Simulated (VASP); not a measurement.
Crystal: TaH4.

```
CELL_PARAMETERS angstrom
-1.80853 1.80853 3.41948
1.80853 -1.80853 3.41948
1.80853 1.80853 -3.41948
ATOMIC_POSITIONS crystal
Ta 0.00000 0.00000 0.00000
H 0.24500 0.24500 0.00000
H 0.75500 0.75500 0.00000
H 0.50000 0.00000 0.50000
H 0.00000 0.50000 0.50000
```

The cell was built from a structure type or drawn by symmetry, and may not be a known phase.

* Program: VASP 6.6.1
* Task: relaxation of cell and atoms
* Functional: PBE
* Potentials or basis: VASP PAW PBE potentials, release 64 (Ta_pv, H)
* Cutoff: 500 eV
* k mesh: 5 × 5 × 5
* Occupations: gaussian, width 0.15 eV
* Spin: no spin polarisation

At the start: pressure 8.4 GPa; volume 8.95 Å³/atom.

**Question.** How do energy, volume and symmetry change on relaxing?

**Answer.** Over 19 steps the energy falls by 192.8 meV/atom and the volume is 7.22 Å³/atom (-19.3 %); space group I4/mmm (No. 139, to 0.1 Å) before and after.

The path:
```
step  energy change (eV)  largest force (eV/Å)  pressure (GPa)  volume (Å³)
   1              0.0000                2.9858            8.39        44.74
   2             -0.3783                0.2651           -5.24        47.77
   3             -0.4335                0.3524           -2.34        46.88
   4             -0.4336                0.3876           -2.18        46.84
   5             -0.4713                0.4118           -1.87        46.12
   6             -0.5743                0.5008           -0.60        43.99
   7             -0.7207                0.8291            3.34        39.80
   8             -0.5403                1.9869           21.88        31.75
   9             -0.6902                1.6562           10.22        36.35
  10             -0.6548                1.9644           15.27        34.03
  11             -0.6629                1.9263           15.26        33.95
  12             -0.6850                1.8134           15.26        33.71
  13             -0.7182                1.5924           15.42        33.24
  14             -0.7396                1.1690           16.27        32.29
  15             -0.7663                1.0908           15.16        32.49
  16             -0.8352                0.8679           11.98        33.12
  17             -0.9263                0.4711            6.38        34.39
  18             -0.9526                0.1535           -2.39        37.00
  19             -0.9642                0.0391            0.30        36.10
```

Final structure:
```cif
data_structure
_symmetry_space_group_name_H-M 'P 1'
_symmetry_Int_Tables_number 1
_cell_length_a 3.7760
_cell_length_b 3.7760
_cell_length_c 3.7760
_cell_angle_alpha 123.133
_cell_angle_beta 123.133
_cell_angle_gamma 84.654
_cell_volume 36.10
loop_
_atom_site_label
_atom_site_type_symbol
_atom_site_fract_x
_atom_site_fract_y
_atom_site_fract_z
_atom_site_occupancy
Ta1 Ta 0.00000 0.00000 0.00000 1
H1 H 0.33741 0.33741 0.00000 1
H2 H 0.66259 0.66259 0.00000 1
H3 H 0.50000 0.00000 0.50000 1
H4 H 0.00000 0.50000 0.50000 1
```

Caveat: the k points lie up to 0.42 Å⁻¹ apart in the final cell, too coarse for converged energies and pressures of a metal; the volume moved by over 15 % at a fixed basis, so the end points are rough; the relaxation stopped at a loose force limit of 0.08 eV/Å, so its end isn't a converged minimum.
